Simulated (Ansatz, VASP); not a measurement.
**Co: VASP beside Ansatz**

```
Co
1.0
     0.00000    1.77533    1.77533
     1.77533    0.00000    1.77533
     1.77533    1.77533    0.00000
Co
1
Cartesian
  0.0000 0.0000 0.0000
```

Alike in both runs: task relaxation of cell and atoms; functional PBEsol; k mesh 10 × 10 × 10; occupations gaussian, width 0.1 eV; collinear spin.

|  | VASP | Ansatz |
| --- | --- | --- |
| version | VASP 6.6.1 | Ansatz 0.2.0 |
| potentials or method | VASP PAW PBE potentials, release 64 (Co_sv), cutoff 600 eV | scalar-relativistic, plane waves, PAW |
| valence electrons in the cell | 17 | 17 |

Ansatz gave:

| Quantity | Value |
| --- | --- |
| gap on the k mesh at the Fermi level, each at its own relaxed structure (eV) | none |
| net moment per atom (μB) | 1.68 |
| size of the moment on the site where the two differ most (μB) | 1.74 |
| relaxed volume (Å³/atom) | 10.48 |
| relaxed cell length with the largest relative difference (Å) | 2.456 |

**Question.** Estimate VASP's values.

**Answer.** gap on the k mesh at the Fermi level, each at its own relaxed structure (eV): none; net moment per atom (μB): 1.67; size of the moment on the site where the two differ most (μB): 1.71; relaxed volume (Å³/atom): 10.37; relaxed cell length with the largest relative difference (Å): 2.448.

VASP's potentials were made for PBE, not for PBEsol. Site moments also hang on the region over which each program counts them. A gap of «none» marks a metal or a gap that the smearing closes.
